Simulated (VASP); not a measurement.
# MgO (Amm2) in VASP: notebook, part 2 of 2

VASP 6.6.1.

**3. Single point, PBE (atom 1 (Mg) moved +0.160 Å along Cartesian [1 1 0])**

Input file INCAR:

```
SYSTEM = MgO
PREC = Accurate ; ENCUT = 520
EDIFF = 1E-6 ; ISMEAR = 0
SIGMA = 0.05 ; LREAL = .False.
LASPH = .True. ; NELM = 80
ALGO = Normal ; ISIF = 2
LWAVE = .False. ; LCHARG = .False.
GGA = PE ; NBANDS = 26
```

Input file KPOINTS:

```
Automatic mesh
0
Gamma
  6 6 6
  0 0 0
```

Input file POSCAR:

```
MgO
1.0
    4.2703000000      0.0000000000      0.0000000000
    0.0000000000     -4.2703000000      0.0000000000
    0.0000000000      0.0000000000     -4.2703000000
Mg O
4 4
Direct
    0.0264939430      0.4735060570      0.5000000000
    0.5000000000      0.0000000000      0.5000000000
    0.5000000000      0.5000000000      0.0000000000
    0.0000000000      0.0000000000      0.0000000000
    0.5000000000      0.0000000000      0.0000000000
    0.0000000000      0.5000000000      0.0000000000
    0.0000000000      0.0000000000      0.5000000000
    0.5000000000      0.5000000000      0.5000000000
```

Potentials or basis: VASP PAW PBE potentials, release 64 (Mg, O).

Run with:

```
$ cat potpaw_PBE.64/Mg/POTCAR potpaw_PBE.64/O/POTCAR > POTCAR
$ mpirun -np 1 vasp_std > vasp.out
```

OUTCAR:

```text
SYSTEM = MgO
   PREC = Accurate
   ENCUT = 520
   EDIFF = 1E-6
   ISMEAR = 0
   LREAL = .False.
   LASPH = .True.
   NELM = 80
   ISIF = 2
   GGA = PE

 ion  position               nearest neighbor table
   1  0.026  0.474  0.500-   7 2.03   8 2.03   6 2.14   6 2.14   7 2.25   8 2.25   2 2.86   3 2.94
                             4 2.94   4 2.94   3 2.94   2 3.02   2 3.02   4 3.10   3 3.10   4 3.10
   2  0.500  0.000  0.500-   5 2.14   7 2.14   8 2.14   5 2.14   8 2.14   7 2.14   1 2.86   4 3.02
                             4 3.02   3 3.02   3 3.02   3 3.02   4 3.02   3 3.02   4 3.02   1 3.02
   3  0.500  0.500  0.000-   5 2.14   6 2.14   8 2.14   8 2.14   5 2.14   6 2.14   1 2.94   1 2.94
                             2 3.02   2 3.02   4 3.02   4 3.02   2 3.02   4 3.02   2 3.02   4 3.02
   4  0.000  0.000  0.000-   5 2.14   6 2.14   7 2.14   7 2.14   6 2.14   5 2.14   1 2.94   1 2.94
                             2 3.02   3 3.02   3 3.02   2 3.02   3 3.02   2 3.02   2 3.02   3 3.02
   5  0.500  0.000  0.000-   2 2.14   3 2.14   4 2.14   2 2.14   3 2.14   4 2.14
   6  0.000  0.500  0.000-   3 2.14   4 2.14   4 2.14   3 2.14   1 2.14   1 2.14
   7  0.000  0.000  0.500-   1 2.03   2 2.14   4 2.14   4 2.14   2 2.14   1 2.25
   8  0.500  0.500  0.500-   1 2.03   2 2.14   3 2.14   3 2.14   2 2.14   1 2.25

  LATTYP: Found a simple cubic cell.
 ALAT       =     4.2703000000

  Lattice vectors:

 A1 = (   4.2703000000,   0.0000000000,   0.0000000000)
 A2 = (   0.0000000000,  -4.2703000000,   0.0000000000)
 A3 = (   0.0000000000,   0.0000000000,  -4.2703000000)

Analysis of symmetry for initial positions (statically):
=====================================================================
 Subroutine PRICEL returns:
 Original cell was already a primitive cell.

 Routine SETGRP: Setting up the symmetry group for a
 simple cubic supercell.

 Subroutine GETGRP returns: Found  4 space group operations
 (whereof  2 operations were pure point group operations)
 out of a pool of 48 trial point group operations.

The static configuration has the point symmetry C_1h.
 The point group associated with its full space group is C_2v.

[... 146 lines left out ...]
  volume/ion in A,a.u.               =       9.73        65.69
  Fermi-wavevector in a.u.,A,eV,Ry     =   1.217119  2.300022 20.155386  1.481379
  Thomas-Fermi vector in A             =   2.352450
   LORBIT       =      0    0 simple, 1 ext, 2 COOP (PROOUT), +10 PAW based schemes
   GGA     = PE    functional components
   LHFCALC =     F    Hartree Fock is set to
   AEXX    =    0.0000 exact exchange contribution
   IVDW    =     0    specifies the selected vdW correction
   LEPSILON=     F    determine dielectric tensor
   LRPA    =     F    only Hartree local field effects (RPA)
 non-spin polarized calculation
 Gauss-broadening in eV      SIGMA  =   0.05
  energy-cutoff  :      520.00
  volume of cell :       77.87
 maximum number of plane-waves:      2176
   NGX = 15   NGY = 15   NGZ = 15

 number of electron      31.9999975 magnetization

 Free energy of the ion-electron system (eV)
  ---------------------------------------------------
  ext. energy  EPLUGINS =         0.00000000
  ---------------------------------------------------
  free energy    TOTEN  =       -47.52731098 eV

  energy without entropy =      -47.52731098  energy(sigma->0) =      -47.52731098

 E-fermi :   3.1453     XC(G=0): -10.8820

 val. band max:        2.8800355070   @ k =   0.0000   0.0000   0.0000
 cond. band min:       7.2130857453   @ k =   0.0000   0.0000   0.0000
 fundamental gap:      4.3330502383
 Fermi energy:         3.1453012970

 k-point     1 :       0.0000    0.0000    0.0000
  band No.  band energies     occupation
      1     -14.1794      2.00000
      2     -12.7654      2.00000
      3     -12.7598      2.00000
      4     -12.7377      2.00000
      5      -1.0386      2.00000
      6      -1.0368      2.00000
[... 685 lines left out ...]
     25      16.1147      0.00000
     26      16.4018      0.00000

 [... further k-points ...]
[... 5 lines left out ...]
  --------------------------------------------------------------------------------------
  -------------------------------------------------------------------------------------
  Total       -0.7169141     -0.7169141     -1.1592840      0.0033093      0.0000000      0.0000000
  in kB      -14.7503578    -14.7503578    -23.8520264      0.0680873      0.0000000      0.0000000
  external PRESSURE =     -17.7842474 kB  Pullay stress =       0.0000000 kB

 VOLUME and BASIS-vectors are now :
 -----------------------------------------------------------------------------
  energy-cutoff  :      520.00
  volume of cell :       77.87
      direct lattice vectors                 reciprocal lattice vectors
     4.270300000  0.000000000  0.000000000     0.234175585  0.000000000  0.000000000
     0.000000000 -4.270300000  0.000000000     0.000000000 -0.234175585  0.000000000
     0.000000000  0.000000000 -4.270300000     0.000000000  0.000000000 -0.234175585

 POSITION                                       TOTAL-FORCE (eV/Angst)
 -----------------------------------------------------------------------------------
      0.11314     -2.02201     -2.13515        -1.003454     -1.003454      0.000000
      2.13515      0.00000     -2.13515         0.278433      0.278433      0.000000
      2.13515     -2.13515      0.00000         0.268217     -0.080463      0.000000
      0.00000      0.00000      0.00000        -0.080463      0.268217      0.000000
      2.13515      0.00000      0.00000        -0.030101     -0.030101      0.000000
      0.00000     -2.13515      0.00000         0.163770      0.163770      0.000000
      0.00000      0.00000     -2.13515         0.153966      0.249632      0.000000
      2.13515     -2.13515     -2.13515         0.249632      0.153966      0.000000
 -----------------------------------------------------------------------------------
    total drift:                                0.000552      0.000552      0.000000

  FREE ENERGIE OF THE ION-ELECTRON SYSTEM (eV)
  ---------------------------------------------------
  free  energy   TOTEN  =       -47.5273109842 eV

  energy  without entropy=      -47.5273109842  energy(sigma->0) =      -47.52731098
```

Run time: 48 s. Hardware: 1 thread of Intel Xeon 6975P-C, shared host; peak memory 0.22 GiB.

What came out:

* Free energy: -47.5273 eV
* Pressure: -1.8 GPa
* Largest force: 1.419 eV/Å
* Band gap on the k mesh: 4.33 eV, direct

Forces on the atoms (eV/Å):
```
Mg  -1.003 -1.003  0.000
Mg   0.278  0.278  0.000
Mg   0.268 -0.080  0.000
Mg  -0.080  0.268  0.000
O   -0.030 -0.030  0.000
O    0.164  0.164  0.000
O    0.154  0.250  0.000
O    0.250  0.154  0.000
```

Caveat: the cell differs from its parent crystal (atom 1 (Mg) moved +0.160 Å along Cartesian [1 1 0]); forces of over 1 eV/Å act on the atoms, so gaps and moduli don't describe the material at rest.

**4. Single point, PBE (atom 1 (Mg) moved +0.180 Å along Cartesian [1 1 0])**

Input file INCAR:

```
SYSTEM = MgO
ALGO = Normal
EDIFF = 1E-7
ENCUT = 520
GGA = PE
ISIF = 2
ISMEAR = 0
LASPH = .TRUE.
LCHARG = .TRUE.
LELF = .TRUE.
LREAL = .FALSE.
LVHAR = .TRUE.
LWAVE = .FALSE.
NBANDS = 26
NELM = 80
PREC = Accurate
SIGMA = 0.05
```

Input file KPOINTS:

```
k-points
0
G
  6 6 6
  0 0 0
```

POSCAR: that of step 3 with these lines changed.

```diff
@@ -8,3 +8,3 @@
 Direct
-    0.0264939430      0.4735060570      0.5000000000
+    0.0298056859      0.4701943141      0.5000000000
     0.5000000000      0.0000000000      0.5000000000
```

Potentials or basis: VASP PAW PBE potentials, release 64 (Mg, O).

Run with:

```
$ cat potpaw_PBE.64/Mg/POTCAR potpaw_PBE.64/O/POTCAR > POTCAR
$ mpirun -np 1 vasp_std > vasp.out
```

OUTCAR:

```text
SYSTEM = MgO
   EDIFF = 1E-7
   ENCUT = 520
   GGA = PE
   ISIF = 2
   ISMEAR = 0
   LASPH = .TRUE.
   LREAL = .FALSE.
   NELM = 80
   PREC = Accurate

 ion  position               nearest neighbor table
   1  0.030  0.470  0.500-   7 2.01   8 2.01   6 2.14   6 2.14   7 2.27   8 2.27   2 2.84   3 2.93
                             4 2.93   4 2.93   3 2.93   2 3.02   2 3.02   4 3.11   3 3.11   4 3.11
   2  0.500  0.000  0.500-   5 2.14   7 2.14   8 2.14   5 2.14   8 2.14   7 2.14   1 2.84   4 3.02
                             4 3.02   3 3.02   3 3.02   3 3.02   4 3.02   3 3.02   4 3.02   1 3.02
   3  0.500  0.500  0.000-   5 2.14   6 2.14   8 2.14   8 2.14   5 2.14   6 2.14   1 2.93   1 2.93
                             2 3.02   2 3.02   4 3.02   4 3.02   2 3.02   4 3.02   2 3.02   4 3.02
[... 917 lines left out ...]
  external PRESSURE =     -15.6303319 kB  Pullay stress =       0.0000000 kB

 VOLUME and BASIS-vectors are now :
 -----------------------------------------------------------------------------
  energy-cutoff  :      520.00
  volume of cell :       77.87
      direct lattice vectors                 reciprocal lattice vectors
     4.270300000  0.000000000  0.000000000     0.234175585  0.000000000  0.000000000
     0.000000000 -4.270300000  0.000000000     0.000000000 -0.234175585  0.000000000
     0.000000000  0.000000000 -4.270300000     0.000000000  0.000000000 -0.234175585

 POSITION                                       TOTAL-FORCE (eV/Angst)
 -----------------------------------------------------------------------------------
      0.12728     -2.00787     -2.13515        -1.138499     -1.138499      0.000000
      2.13515      0.00000     -2.13515         0.315930      0.315930      0.000000
      2.13515     -2.13515      0.00000         0.301348     -0.090864      0.000000
      0.00000      0.00000      0.00000        -0.090864      0.301348      0.000000
      2.13515      0.00000      0.00000        -0.034177     -0.034177      0.000000
      0.00000     -2.13515      0.00000         0.184795      0.184795      0.000000
      0.00000      0.00000     -2.13515         0.170444      0.291024      0.000000
      2.13515     -2.13515     -2.13515         0.291024      0.170444      0.000000
 -----------------------------------------------------------------------------------
    total drift:                                0.000354      0.000354      0.000000

  FREE ENERGIE OF THE ION-ELECTRON SYSTEM (eV)
  ---------------------------------------------------
  free  energy   TOTEN  =       -47.4970221108 eV

  energy  without entropy=      -47.4970221108  energy(sigma->0) =      -47.49702211
```

OSZICAR:

```text
N       E                     dE             d eps       ncg     rms          rms(c)
DAV:   1     0.139058783117E+03    0.13906E+03   -0.15955E+04  2816   0.112E+03
DAV:   2    -0.443127744958E+02   -0.18337E+03   -0.17453E+03  3632   0.242E+02
DAV:   3    -0.537118955431E+02   -0.93991E+01   -0.93506E+01  3454   0.540E+01
DAV:   4    -0.537646985487E+02   -0.52803E-01   -0.52776E-01  3038   0.465E+00
DAV:   5    -0.537649389438E+02   -0.24040E-03   -0.24039E-03  3106   0.322E-01    0.144E+01
DAV:   6    -0.475717151469E+02    0.61932E+01   -0.20551E+01  2836   0.277E+01    0.457E+00
DAV:   7    -0.475228211409E+02    0.48894E-01   -0.31303E-01  2742   0.397E+00    0.275E+00
DAV:   8    -0.474999489241E+02    0.22872E-01   -0.12991E-01  2796   0.343E+00    0.555E-01
DAV:   9    -0.474965877581E+02    0.33612E-02   -0.67722E-03  3284   0.602E-01    0.156E-01
DAV:  10    -0.474970033615E+02   -0.41560E-03   -0.11733E-03  2912   0.209E-01    0.274E-02
DAV:  11    -0.474970218569E+02   -0.18495E-04   -0.26812E-05  3270   0.374E-02    0.134E-02
DAV:  12    -0.474970216703E+02    0.18659E-06   -0.39510E-06  2982   0.164E-02    0.431E-03
DAV:  13    -0.474970223099E+02   -0.63962E-06   -0.97442E-07  3060   0.698E-03    0.272E-03
DAV:  14    -0.474970221891E+02    0.12086E-06   -0.21676E-07  2502   0.357E-03    0.875E-04
DAV:  15    -0.474970221108E+02    0.78333E-07   -0.48021E-08  1452   0.192E-03
   1 F= -.47497022E+02 E0= -.47497022E+02  d E =-.464442E-15
```

stdout:

```text
POSCAR found type information on POSCAR MgO
 POSCAR found :  2 types and       8 ions
 scaLAPACK will be used
 LDA part: xc-table for (Slater+PW92), standard interpolation
 POSCAR, INCAR and KPOINTS ok, starting setup
 FFT: planning ... GRIDC
 FFT: planning ... GRID_SOFT
 FFT: planning ... GRID
 WAVECAR not read
 entering main loop
```

It took 63 s on 1 thread of Intel Xeon 6975P-C, shared host; peak memory 0.22 GiB.

Results:

* Free energy: -47.4970 eV
* Pressure: -1.6 GPa
* Largest force: 1.610 eV/Å
* Band gap on the k mesh: 4.33 eV, direct

Forces on the atoms (eV/Å):
```
Mg  -1.138 -1.138  0.000
Mg   0.316  0.316  0.000
Mg   0.301 -0.091  0.000
Mg  -0.091  0.301  0.000
O   -0.034 -0.034  0.000
O    0.185  0.185  0.000
O    0.170  0.291  0.000
O    0.291  0.170  0.000
```

Stress tensor (GPa, compression positive):
```
-1.18  0.00  0.00
 0.00 -1.18  0.00
 0.00  0.00 -2.33
```

Levels at points of the mesh, in eV from the valence-band top:
```tsv
k point	band 12	band 13	band 14	band 15	band 16	band 17	band 18	band 19	band 20	band 21
(0.00, 0.00, 0.00)	-1.28	-1.28	-0.01	0.00	0.00	4.33	9.04	9.07	9.10	9.48
(0.50, 0.00, 0.00)	-1.69	-0.72	-0.72	-0.69	-0.69	7.58	7.70	10.83	11.17	11.18
(0.00, 0.00, 0.50)	-1.68	-0.73	-0.70	-0.70	-0.69	7.65	7.66	10.93	10.95	11.36
(0.50, 0.50, 0.00)	-1.83	-0.64	-0.61	-0.61	-0.59	8.96	9.09	9.11	9.22	11.22
(0.00, 0.50, 0.50)	-1.86	-0.63	-0.62	-0.61	-0.58	9.02	9.05	9.14	9.18	11.35
(0.50, 0.50, 0.50)	-0.62	-0.60	-0.60	-0.59	-0.57	7.61	7.64	7.65	7.66	12.05
```

Caveat: the cell differs from its parent crystal (atom 1 (Mg) moved +0.180 Å along Cartesian [1 1 0]); forces of over 1 eV/Å act on the atoms, so gaps and moduli don't describe the material at rest.

**5. Single point, PBE (atom 1 (Mg) moved +0.140 Å along Cartesian [1 1 0])**

Input file INCAR:

```
PREC = Accurate ; ENCUT = 520
EDIFF = 1E-7 ; ISMEAR = 0
SIGMA = 0.05 ; LREAL = F
LASPH = T ; NELM = 60
ALGO = Normal ; ISIF = 2
LWAVE = F ; LCHARG = F
GGA = PE ; NBANDS = 26
```

Input file KPOINTS:

```
regular mesh
0
Gamma
  6 6 6
```

POSCAR: that of step 4 with these lines changed.

```diff
@@ -8,3 +8,3 @@
 Direct
-    0.0298056859      0.4701943141      0.5000000000
+    0.0231822002      0.4768177998      0.5000000000
     0.5000000000      0.0000000000      0.5000000000
```

Run with:

```
$ cat potpaw_PBE.64/Mg/POTCAR potpaw_PBE.64/O/POTCAR > POTCAR
$ mpirun -np 1 vasp_std > vasp.out
```

It took 65 s on 1 thread of Intel Xeon 6975P-C, shared host; peak memory 0.22 GiB.

It converged, with:

```yaml
Free_energy: -47.5538 eV
Pressure: -1.9 GPa
Largest_force: 1.232 eV/Å
Band_gap_on_the_k_mesh: 4.33 eV
```

Forces on the atoms (eV/Å):
```
Mg  -0.871 -0.871  0.000
Mg   0.242  0.242  0.000
Mg   0.235 -0.070  0.000
Mg  -0.070  0.235  0.000
O   -0.026 -0.026  0.000
O    0.143  0.143  0.000
O    0.137  0.211  0.000
O    0.211  0.137  0.000
```

Stress tensor (GPa, compression positive):
```
-1.67  0.01  0.00
 0.01 -1.67  0.00
 0.00  0.00 -2.37
```

Levels at points of the mesh, in eV from the valence-band top:
```csv
k point,band 13,band 14,band 15,band 16,band 17,band 18,band 19,band 20
"(0.00, 0.00, 0.00)",-1.28,-0.01,0.00,0.00,4.33,9.05,9.07,9.09
"(0.50, 0.00, 0.00)",-0.72,-0.72,-0.69,-0.69,7.60,7.69,10.89,11.16
"(0.00, 0.00, 0.50)",-0.72,-0.70,-0.70,-0.70,7.65,7.66,10.98,10.99
"(0.50, 0.50, 0.00)",-0.63,-0.61,-0.61,-0.59,9.00,9.09,9.11,9.20
"(0.00, 0.50, 0.50)",-0.62,-0.62,-0.61,-0.59,9.04,9.07,9.13,9.16
"(0.50, 0.50, 0.50)",-0.60,-0.60,-0.60,-0.59,7.62,7.64,7.64,7.65
```

Caveat: the cell differs from its parent crystal (atom 1 (Mg) moved +0.140 Å along Cartesian [1 1 0]); forces of over 1 eV/Å act on the atoms, so gaps and moduli don't describe the material at rest.
